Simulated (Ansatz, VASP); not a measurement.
# Sn3Te: VASP beside Ansatz

```xyz
4
Lattice="3.8267 0.0000 0.0000 0.0000 3.8267 0.0000 0.0000 0.0000 7.7089" Properties=species:S:1:pos:R:3 pbc="T T T"
Sn    1.9134    1.9134    5.8096
Sn    0.0000    0.0000    3.8544
Sn    1.9134    1.9134    1.8993
Te    0.0000    0.0000    0.0000
```

Change from the starting cell: species swapped into the Dy3Mg type (P4/mmm, No. 123).

Alike in both runs: functional PBE; k mesh 12 × 12 × 6; occupations gaussian, width 0.1 eV; no spin polarisation.

Ansatz relaxed the structure, and its values are those at the end. VASP's run is a single point on that final structure, the one shown.

|  | VASP | Ansatz |
| --- | --- | --- |
| version | VASP 6.6.1 | Ansatz 0.2.0 |
| potentials or method | VASP PAW PBE potentials, release 64 (Sn_d, Te), cutoff 520 eV | scalar-relativistic, plane waves, PAW |
| valence electrons in the cell | 48 | 58 |

VASP gave:

```
gap on the k mesh at the Fermi level (eV) : none
pressure (GPa)                            : -0.1
```

**Question.** What did Ansatz give for the same quantities?

**Answer.** gap on the k mesh at the Fermi level (eV): none; pressure (GPa): 0.0.

A gap of «none» marks a metal or a gap that the smearing closes. VASP's potentials hold 48 valence electrons a cell and Ansatz's 58, so a difference there can come from the potentials and not from the codes.

Spin-orbit coupling is off throughout.
